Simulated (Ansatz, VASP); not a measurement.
# Ti3Al5 in VASP and in Ansatz

POSCAR

```
Ti3Al5
1.0
    3.8008296858      0.0000000000      0.0000000000
    0.0000000000      3.8008296858      0.0000000000
    0.0000000000      0.0000000000      8.7411785407
Ti Al
3 5
Direct
    0.0000000000      0.0000000000      0.5000000000
    0.5000000000      0.5000000000      0.0000000000
    0.5000000000      0.5000000000      0.5000000000
    0.0000000000      0.5000000000      0.2513308222
    0.0000000000      0.5000000000      0.7486691778
    0.5000000000      0.0000000000      0.2513308222
    0.5000000000      0.0000000000      0.7486691778
    0.0000000000      0.0000000000      0.0000000000
```

File INCAR.step1:

```
ALGO     = Normal         # electronic algorithm
EDIFF    = 1E-4           # SCF threshold, eV
ENCUT    = 520            # plane-wave cutoff, eV
GGA      = PE             # functional
ISMEAR   = 0              # smearing method
LASPH    = True           # aspherical terms in the spheres
LCHARG   = False          # write CHGCAR
LREAL    = False          # projectors in reciprocal space
LWAVE    = True           # write WAVECAR
NBANDS   = 36             # bands
NELM     = 60             # most SCF steps
PREC     = Accurate       # precision mode
SIGMA    = 0.15           # smearing width, eV
```

The input INCAR.step2:

```
ALGO     = Normal         # electronic algorithm
EDIFF    = 1E-7           # SCF threshold, eV
ENCUT    = 520            # plane-wave cutoff, eV
ISIF     = 2              # what is computed and relaxed
ISMEAR   = 0              # smearing method
ISTART   = 1            
LASPH    = True           # aspherical terms in the spheres
LCHARG   = False          # write CHGCAR
LMIXTAU  = True         
LREAL    = False          # projectors in reciprocal space
LWAVE    = False          # write WAVECAR
METAGGA  = R2SCAN         # meta-GGA
NBANDS   = 36             # bands
NELM     = 60             # most SCF steps
PREC     = Accurate       # precision mode
SIGMA    = 0.15           # smearing width, eV
```

The input KPOINTS:

```
k-points
0
Gamma
  10 10 6
```

Input for Ansatz:

```yaml
crystal:
  lattice:
    - [3.8008296858, 0.0, 0.0]
    - [0.0, 3.8008296858, 0.0]
    - [0.0, 0.0, 8.7411785407]
  atoms:
    - { symbol: Ti, position: [0.0, 0.0, 0.5] }
    - { symbol: Ti, position: [0.5, 0.5, 0.0] }
    - { symbol: Ti, position: [0.5, 0.5, 0.5] }
    - { symbol: Al, position: [0.0, 0.5, 0.2513308222] }
    - { symbol: Al, position: [0.0, 0.5, 0.7486691778] }
    - { symbol: Al, position: [0.5, 0.0, 0.2513308222] }
    - { symbol: Al, position: [0.5, 0.0, 0.7486691778] }
    - { symbol: Al, position: [0.0, 0.0, 0.0] }
basis:
  ecutwfc: 500
kpoints:
  mp_grid: { grid: [10, 10, 6] }
hamiltonian:
  xc: r2scan
scf:
  occupations: { method: gaussian, width: 0.15 }
output:
  forces: true
  stress: true
  eigenvalues: true
  write_density: true
  write_potential: true
  elf: true
  volumetric_format: npy
```

Change from the starting cell: strain -0.025 along x and y, +0.050 along z, atoms carried along.

Alike in both runs: task single point; functional r2SCAN; k mesh 10 × 10 × 6; occupations gaussian, width 0.15 eV; no spin polarisation.

```csv
,VASP,Ansatz
version,VASP 6.6.1,Ansatz 0.2.0
potentials or method,"VASP PAW PBE potentials, release 64 (Ti_sv, Al), cutoff 520 eV","scalar-relativistic, plane waves, PAW"
valence electrons in the cell,51,51
```

Ansatz gave:

| Quantity | Value |
| --- | --- |
| gap on the k mesh at the Fermi level (eV) | none |
| pressure (GPa) | 0.6 |
| traceless stress, the component that is largest in VASP (GPa) | -8.36 |
| rms of the force components (eV/Å) | 0.007 |

Q: What did VASP give for the same quantities?

A: gap on the k mesh at the Fermi level (eV): none; pressure (GPa): 0.6; traceless stress, the component that is largest in VASP (GPa): -8.36; rms of the force components (eV/Å): 0.012.

VASP's potentials were made for PBE, not for r2SCAN. Atom by atom the forces differ by 0.005 eV/Å (rms over components). A gap of «none» marks a metal or a gap that the smearing closes. The functional is the same, so the differences come from potentials, cutoffs and numerics.
